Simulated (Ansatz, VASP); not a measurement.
# Two plane-wave programs on CrSn7Te8

File INCAR:

```
ALGO = Normal
EDIFF = 1E-6
ENCUT = 520
GGA = PS
ISIF = 2
ISMEAR = 0
LASPH = T
LCHARG = F
LREAL = Auto
LWAVE = F
NBANDS = 93
NELM = 100
PREC = Accurate
SIGMA = 0.05
```

KPOINTS

```
k-points
0
Gamma
  3 3 3
```

File POSCAR:

```
CrSn7Te8
1.0
    0.0000000000      6.3130000000      6.3130000000
    6.3130000000      0.0000000000      6.3130000000
    6.3130000000      6.3130000000      0.0000000000
Cr Sn Te
1 7 8
Direct
    0.0008467154      0.9986636730      0.0002187232
    0.0013297623      0.9989548648      0.4993339490
    0.0003726926      0.4998134076      0.9994956441
    0.0003766889      0.4994745909      0.5009679115
    0.5003617172      0.9990345238      0.0010481891
    0.5002783625      0.9995889485      0.4998176557
    0.5011908167      0.4993852418      0.9990403791
    0.5013490237      0.4985089050      0.5000613075
    0.2508253142      0.2495669281      0.2500859500
    0.2438877567      0.2422084259      0.7571963478
    0.2439683222      0.7563098633      0.2427106819
    0.2437741068      0.7564859035      0.7572606123
    0.7581769127      0.2421172722      0.2428823720
    0.7583710249      0.2419359760      0.7570314173
    0.7582038977      0.7564328591      0.2429638664
    0.7506337949      0.7497138146      0.7500368767
```

Input for Ansatz:

```yaml
crystal:
  lattice:
    - [0.0, 6.313, 6.313]
    - [6.313, 0.0, 6.313]
    - [6.313, 6.313, 0.0]
  atoms:
    - { symbol: Cr, position: [0.0008467154, 0.998663673, 0.0002187232] }
    - { symbol: Sn, position: [0.0013297623, 0.9989548648, 0.499333949] }
    - { symbol: Sn, position: [0.0003726926, 0.4998134076, 0.9994956441] }
    - { symbol: Sn, position: [0.0003766889, 0.4994745909, 0.5009679115] }
    - { symbol: Sn, position: [0.5003617172, 0.9990345238, 0.0010481891] }
    - { symbol: Sn, position: [0.5002783625, 0.9995889485, 0.4998176557] }
    - { symbol: Sn, position: [0.5011908167, 0.4993852418, 0.9990403791] }
    - { symbol: Sn, position: [0.5013490237, 0.498508905, 0.5000613075] }
    - { symbol: Te, position: [0.2508253142, 0.2495669281, 0.25008595] }
    - { symbol: Te, position: [0.2438877567, 0.2422084259, 0.7571963478] }
    - { symbol: Te, position: [0.2439683222, 0.7563098633, 0.2427106819] }
    - { symbol: Te, position: [0.2437741068, 0.7564859035, 0.7572606123] }
    - { symbol: Te, position: [0.7581769127, 0.2421172722, 0.242882372] }
    - { symbol: Te, position: [0.7583710249, 0.241935976, 0.7570314173] }
    - { symbol: Te, position: [0.7582038977, 0.7564328591, 0.2429638664] }
    - { symbol: Te, position: [0.7506337949, 0.7497138146, 0.7500368767] }
basis:
  ecutwfc: 420
  ecutrho_ratio: 4
kpoints:
  mp_grid: { grid: [3, 3, 3] }
hamiltonian:
  xc: pbesol
scf:
  occupations: { method: gaussian, width: 0.05 }
  lower_state_search: "off"
  max_iter: 150
output:
  forces: true
  stress: true
  eigenvalues: true
  populations: true
  hubbard: { sites: [{ site: 0, l: d }] }
```

Alike in both runs: task single point; functional PBEsol; k mesh 3 × 3 × 3; occupations gaussian, width 0.05 eV; no spin polarisation.

```csv
,VASP,Ansatz
version,VASP 6.6.1,Ansatz 0.2.0
potentials or method,"VASP PAW PBE potentials, release 64 (Cr_pv, Sn_d, Te), cutoff 520 eV","scalar-relativistic, plane waves, PAW"
valence electrons in the cell,158,240
```

VASP gave:

* gap on the k mesh at the Fermi level (eV): none
* pressure (GPa): -3.1
* rms of the force components (eV/Å): 0.261

Question: Estimate Ansatz's values.

Answer: gap on the k mesh at the Fermi level (eV): none; pressure (GPa): -3.2; rms of the force components (eV/Å): 0.261.

VASP's potentials were made for PBE, not for PBEsol. Atom by atom the forces differ by 0.002 eV/Å (rms over components). A gap of «none» marks a metal or a gap that the smearing closes. VASP's potentials hold 158 valence electrons a cell and Ansatz's 240, so a difference there can come from the potentials and not from the codes.

Spin-orbit coupling is off throughout.
